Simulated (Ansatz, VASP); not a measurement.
KBr: VASP beside Ansatz

File POSCAR:

```
KBr
1.0
    0.0000000000      3.2722368705      3.2722368705
    3.2722368705      0.0000000000      3.2722368705
    3.2722368705      3.2722368705      0.0000000000
K Br
1 1
Direct
    0.0000000000      0.0000000000      0.0000000000
    0.5000000000      0.5000000000      0.5000000000
```

INCAR.step1

```
SYSTEM = KBr
  PREC = Accurate
  ENCUT = 520
  ISMEAR = -1
  SIGMA = 0.03
  LREAL = .FALSE.
  LASPH = .TRUE.
  NELM = 100
  NBANDS = 15
  GGA = PE
  ALGO = Normal
  EDIFF = 1E-4
  LWAVE = .TRUE.
  LCHARG = .FALSE.
```

File INCAR.step2:

```
SYSTEM = KBr
  PREC = Accurate
  ENCUT = 520
  EDIFF = 1E-7
  ISMEAR = -1
  SIGMA = 0.03
  LREAL = .FALSE.
  LASPH = .TRUE.
  NELM = 100
  ALGO = Normal
  ISIF = 2
  LWAVE = .FALSE.
  LCHARG = .FALSE.
  METAGGA = R2SCAN
  LMIXTAU = .TRUE.
  LUSE_VDW = .TRUE.
  IVDW_NL = 2
  BPARAM = 11.95
  CPARAM = 0.0093
  NBANDS = 15
  ISTART = 1
```

KPOINTS

```
Automatic mesh
0
G
  8 8 8
  0 0 0
```

Input for Ansatz:

```yaml
crystal:
  lattice:
    - [0.0, 3.2722368705, 3.2722368705]
    - [3.2722368705, 0.0, 3.2722368705]
    - [3.2722368705, 3.2722368705, 0.0]
  atoms:
    - { symbol: K, position: [0.0, 0.0, 0.0] }
    - { symbol: Br, position: [0.5, 0.5, 0.5] }
kpoints:
  mp_grid: { grid: [8, 8, 8] }
  band_path:
    path:
      - [0.0, 0.0, 0.0]
      - [0.5, 0.0, 0.5]
      - [0.625, 0.25, 0.625]
      - [0.375, 0.375, 0.75]
      - [0.5, 0.5, 0.5]
      - [0.5, 0.25, 0.75]
    npoints: 1
hamiltonian:
  xc: r2scan
  dispersion: rvv10
scf:
  occupations: { method: fermi_dirac, width: 0.03 }
  n_extra_bands: 4
output:
  forces: true
  stress: true
  eigenvalues: true
```

Alike in both runs: task single point; functional r2SCAN; dispersion rVV10; k mesh 8 × 8 × 8; occupations fermi-dirac, width 0.03 eV; no spin polarisation.

|  | VASP | Ansatz |
| --- | --- | --- |
| version | VASP 6.6.1 | Ansatz 0.2.0 |
| potentials or method | VASP PAW PBE potentials, release 64 (K_sv, Br) | plane waves, PAW |
| plane-wave cutoff (eV) | 520 | 500 |
| valence electrons in the cell | 16 | 16 |

```csv
,VASP,Ansatz,Ansatz less VASP
gap on the k mesh at the Fermi level (eV),5.05,5.05,-0.001
pressure (GPa),0.0,0.0,-0.04
```

VASP's potentials were made for PBE, not for r2SCAN.
